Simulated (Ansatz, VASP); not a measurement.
**GaN: VASP beside Ansatz**

Contents of POSCAR:

```
GaN
1.0
    5.2303800000      0.0000000000      0.0000000000
   -2.6151900000      4.5296400000      0.0000000000
    0.0000000000      0.0000000000      3.3901000000
Ga N
1 1
Direct
    0.0000000000      0.0000000000      0.5000000000
    0.0000000000      0.0000000000      0.0000000000
```

INCAR.step1

```
PREC     = Accurate       # precision mode
ENCUT    = 520            # plane-wave cutoff, eV
EDIFF    = 1E-5           # SCF threshold, eV
ISMEAR   = -1             # smearing method
SIGMA    = 0.05           # smearing width, eV
LREAL    = F              # projectors in reciprocal space
LASPH    = T              # aspherical terms in the spheres
NELM     = 80             # most SCF steps
ALGO     = Normal         # electronic algorithm
ISIF     = 2              # what is computed and relaxed
LWAVE    = T              # write WAVECAR
LCHARG   = F              # write CHGCAR
NBANDS   = 16             # bands
GGA      = PE             # functional
```

The input INCAR.step2:

```
PREC     = Accurate       # precision mode
ENCUT    = 520            # plane-wave cutoff, eV
EDIFF    = 1E-6           # SCF threshold, eV
ISMEAR   = -1             # smearing method
SIGMA    = 0.05           # smearing width, eV
LREAL    = F              # projectors in reciprocal space
LASPH    = T              # aspherical terms in the spheres
NELM     = 80             # most SCF steps
ALGO     = Normal         # electronic algorithm
ISIF     = 2              # what is computed and relaxed
LWAVE    = F              # write WAVECAR
LCHARG   = F              # write CHGCAR
GGA      = PS             # functional
LHFCALC  = T              # exact exchange
AEXX     = 0.25           # exact-exchange fraction
PRECFOCK = Normal       
NBANDS   = 16             # bands
ISTART   = 1
```

File KPOINTS:

```
regular mesh
0
Gamma
  3 3 4
```

input

```
crystal:
  lattice:
    - [5.23038, 0.0, 0.0]
    - [-2.61519, 4.52964, 0.0]
    - [0.0, 0.0, 3.3901]
  atoms:
    - { symbol: Ga, position: [0.0, 0.0, 0.5] }
    - { symbol: "N", position: [0.0, 0.0, 0.0] }
hamiltonian:
  xc: { exchange: pbesol, correlation: pbesol, exx: { coeff: 0.25 } }
  pseudopotentials: { kind: paw }
kpoints:
  mp_grid: { grid: [3, 3, 4] }
  band_path:
    path:
      - [[0.0, 0.0, 0.0], [0.5, 0.0, 0.0], [0.3333333333, 0.3333333333, 0.0], [0.0, 0.0, 0.0], [0.0, 0.0, 0.5], [0.5, 0.0, 0.5], [0.3333333333, 0.3333333333, 0.5], [0.0, 0.0, 0.5]]
      - [[0.5, 0.0, 0.5], [0.5, 0.0, 0.0]]
      - [[0.3333333333, 0.3333333333, 0.0], [0.3333333333, 0.3333333333, 0.5]]
    npoints: 4
scf:
  occupations: { method: fermi_dirac, width: 0.05 }
  n_extra_bands: 6
output:
  forces: true
  stress: true
  eigenvalues: true
  fatbands: false
```

Alike in both runs: functional PBEsol-based global hybrid; k mesh 3 × 3 × 4; occupations fermi-dirac, width 0.05 eV; no spin polarisation.

```csv
,VASP,Ansatz
version,VASP 6.6.1,Ansatz 0.2.0
potentials or method,"VASP PAW PBE potentials, release 64 (Ga_d, N)",Ansatz PAW
plane-wave cutoff (eV),520,420
valence electrons in the cell,18,18
task,single point,band structure
```

Ansatz gave:

* gap on the k mesh at the Fermi level (eV): 3.12
* least direct gap on the mesh (eV): 4.95
* pressure (GPa): -1.8
* traceless stress, the component that is largest in VASP (GPa): -3.62

Question: Which values does VASP return?

Answer: gap on the k mesh at the Fermi level (eV): 3.14; least direct gap on the mesh (eV): 4.98; pressure (GPa): -2.0; traceless stress, the component that is largest in VASP (GPa): -4.05.

VASP's potentials were made for PBE, not for PBEsol-based global hybrid. With one functional, cell and mesh, what is left measures potentials, basis and numerics.

The k mesh is coarse, so the values compare programs but aren't converged.
